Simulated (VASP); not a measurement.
Input of a VASP 6.6.1 run:

The input INCAR:

```
PREC = Accurate
ENCUT = 520
EDIFF = 1E-6
ISMEAR = 0
SIGMA = 0.1
LREAL = F
LASPH = T
NELM = 80
ALGO = Normal
ISIF = 2
LWAVE = F
LCHARG = F
GGA = PE
NBANDS = 20
```

File KPOINTS:

```
Automatic mesh
0
Gamma
  6 6 2
```

File POSCAR:

```
TiC3
1.0
    3.0182151874      0.0000000000      0.0000000000
   -1.5091075937      2.6138510264      0.0000000000
    0.0000000000      0.0000000000      4.2854269900
Ti C
1 3
Direct
    0.6666666667      0.3333333333      0.0000000000
    0.6666666667      0.3333333333      0.5000000000
    0.3333333333      0.6666666667      0.3234532236
    0.3333333333      0.6666666667      0.6765467764
```

Potentials or basis: VASP PAW PBE potentials, release 64 (Ti_sv, C).

The run is started by

```console
$ cat potpaw_PBE.64/Ti_sv/POTCAR potpaw_PBE.64/C/POTCAR > POTCAR
$ mpirun -np 1 vasp_std > vasp.out
```

**Question.** What does it give for the band gap on the k mesh?

**Answer.** Zero (band 12 reaches 11.38 eV, above the bottom of band 13 at 8.74 eV).

**Question.** Estimate the largest force.

**Answer.** 0.051 eV/Å.

Stress tensor (GPa, compression positive):
```
0.49 0.00 0.00
0.00 0.49 0.00
0.00 0.00 0.93
```

Caveat: the k points lie up to 0.73 Å⁻¹ apart.
